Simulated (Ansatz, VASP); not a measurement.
## WS2: VASP beside Ansatz

The input INCAR:

```
PREC = Accurate
ENCUT = 600
EDIFF = 1E-7
ISMEAR = 0
SIGMA = 0.02
LREAL = F
LASPH = T
NELM = 60
ALGO = Normal
ISIF = 3
LWAVE = F
LCHARG = F
IBRION = 2
NSW = 100
EDIFFG = -0.005
```

The input KPOINTS:

```
Automatic mesh
0
Gamma
  12 12 2
```

POSCAR

```
WS2
1.0
    3.1835163552      0.0000000000      0.0000000000
   -1.5917581776      2.7570060369      0.0000000000
    0.0000000000      0.0000000000     16.9505778900
W S
1 2
Direct
    0.3333333300      0.6666666700      0.0000000000
    0.6666666700      0.3333333300      0.9079994900
    0.6666666700      0.3333333300      0.0920005100
```

Input for Ansatz:

```yaml
crystal:
  lattice:
    - [3.1835163552, 0.0, 0.0]
    - [-1.5917581776, 2.7570060369, 0.0]
    - [0.0, 0.0, 16.95057789]
  atoms:
    - { symbol: W, position: [0.33333333, 0.66666667, 0.0] }
    - { symbol: S, position: [0.66666667, 0.33333333, 0.90799949] }
    - { symbol: S, position: [0.66666667, 0.33333333, 0.09200051] }
basis:
  ecutwfc: 420
kpoints:
  mp_grid: { grid: [12, 12, 2] }
hamiltonian:
  xc: lda
scf:
  occupations: { method: gaussian, width: 0.02 }
output:
  forces: true
  stress: true
  eigenvalues: true
relax:
  adjacent_minimum: "off"
  f_tol: 0.005
  max_steps: 80
  cell: { stress_tol: 0.05 }
```

Alike in both runs: task relaxation of cell and atoms; functional LDA; k mesh 12 × 12 × 2; occupations gaussian, width 0.02 eV; no spin polarisation.

|  | VASP | Ansatz |
| --- | --- | --- |
| version | VASP 6.6.1 | Ansatz 0.2.0 |
| potentials or method | VASP PAW LDA potentials, release 64 (W_sv, S), cutoff 600 eV | scalar-relativistic, plane waves, PAW |
| valence electrons in the cell | 26 | 26 |

Ansatz gave:

| Item | Value |
| --- | --- |
| gap on the k mesh at the Fermi level, each at its own relaxed structure (eV) | 1.99 |
| relaxed volume (Å³/atom) | 47.81 |
| relaxed cell length with the largest relative difference (Å) | 3.125 |

Question: Estimate VASP's values.

Answer: gap on the k mesh at the Fermi level, each at its own relaxed structure (eV): 1.99; relaxed volume (Å³/atom): 47.92; relaxed cell length with the largest relative difference (Å): 3.128.

LDA's correlation is that of Perdew and Zunger in VASP and of Perdew and Wang (1992) in Ansatz.

Spin-orbit coupling is off throughout.
